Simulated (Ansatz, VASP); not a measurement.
W: VASP beside Ansatz

File INCAR:

```
  ALGO = Fast
  EDIFF = 1E-7
  ENCUT = 520
  GGA = CA
  ISIF = 2
  ISMEAR = 0
  LASPH = True
  LCHARG = False
  LREAL = False
  LWAVE = False
  NBANDS = 13
  NELM = 100
  PREC = Accurate
  SIGMA = 0.15
```

The input KPOINTS:

```
k-points
0
Gamma
  20 20 20
```

POSCAR

```
W
1.0
   -1.6212595000      1.5973000000      1.6212595000
    1.5733405000     -1.5973000000      1.5733405000
    1.6212595000      1.5973000000     -1.6212595000
W
1
Direct
    0.0000000000      0.0000000000      0.0000000000
```

Input for Ansatz:

```yaml
crystal:
  lattice:
    - [-1.6212595, 1.5973, 1.6212595]
    - [1.5733405, -1.5973, 1.5733405]
    - [1.6212595, 1.5973, -1.6212595]
  atoms:
    - { symbol: W, position: [0.0, 0.0, 0.0] }
basis:
  ecutwfc: 420
kpoints:
  mp_grid: { grid: [20, 20, 20] }
hamiltonian:
  xc: lda
scf:
  occupations: { method: gaussian, width: 0.15 }
output:
  forces: true
  stress: true
  eigenvalues: true
```

Change from the starting cell: strain -0.0300 x Voigt [0, 0, 0, 0, 1, 0], atoms carried along.

Alike in both runs: task single point; functional LDA; k mesh 20 × 20 × 20; occupations gaussian, width 0.15 eV; no spin polarisation.

|  | VASP | Ansatz |
| --- | --- | --- |
| version | VASP 6.6.1 | Ansatz 0.2.0 |
| potentials or method | VASP PAW LDA potentials, release 64 (W_sv), cutoff 520 eV | scalar-relativistic, plane waves, PAW |
| valence electrons in the cell | 14 | 14 |

VASP gave:

- gap on the k mesh at the Fermi level (eV): none
- pressure (GPa): -15.0
- traceless stress, the component that is largest in VASP (GPa): 3.89

**Question.** Which values does Ansatz return?

**Answer.** gap on the k mesh at the Fermi level (eV): none; pressure (GPa): -16.6; traceless stress, the component that is largest in VASP (GPa): 3.82.

LDA's correlation is that of Perdew and Zunger in VASP and of Perdew and Wang (1992) in Ansatz. A gap of «none» marks a metal or a gap that the smearing closes.

Spin-orbit coupling is off throughout.
